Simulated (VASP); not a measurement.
In, 1 atom in the cell. The structure is cubic, space group Im-3m (No. 229). Conventional cell: a = 3.765 Å, b = 3.765 Å, c = 3.765 Å, α = 90.00°, β = 90.00°, γ = 90.00°. Within 4.3 Å of In (site symmetry m-3m) lie 14 In at 3.26 to 3.77 Å. This isn't the form of In at room conditions, which is tetragonal.

- Program: VASP 6.6.1
- Task: single point
- Functional: B3LYP
- Potentials or basis: VASP PAW PBE potentials, release 64 (In_d)
- Cutoff: 400 eV
- k mesh: 7 × 7 × 7
- Occupations: methfessel-paxton, width 0.1 eV
- Spin: no spin polarisation
- Dipole correction: no
- Grid for exact exchange (PRECFOCK): Normal
- Further INCAR settings: ALGO = Normal; EDIFF = 1e-06; NBANDS = 12
- Share of exact exchange: 0.2

Potentials or basis: VASP PAW PBE potentials, release 64 (In_d).

Launch:

```bash
$ cat potpaw_PBE.64/In_d/POTCAR > POTCAR
$ cp INCAR.step1 INCAR
$ mpirun -np 1 vasp_std > vasp.out
$ cp INCAR.step2 INCAR
$ mpirun -np 1 vasp_std > vasp.out
```

Hardware: 1 thread of Intel(R) Xeon(R) Platinum 8259CL CPU @ 2.50GHz (Skylake/Cascade Lake), with other jobs on the host.

How long does it take, and how much memory?

Wall time 14 min on 1 thread of Intel(R) Xeon(R) Platinum 8259CL CPU @ 2.50GHz (Skylake/Cascade Lake) (shared host), peak memory 0.15 GiB. Counts: k points 20.
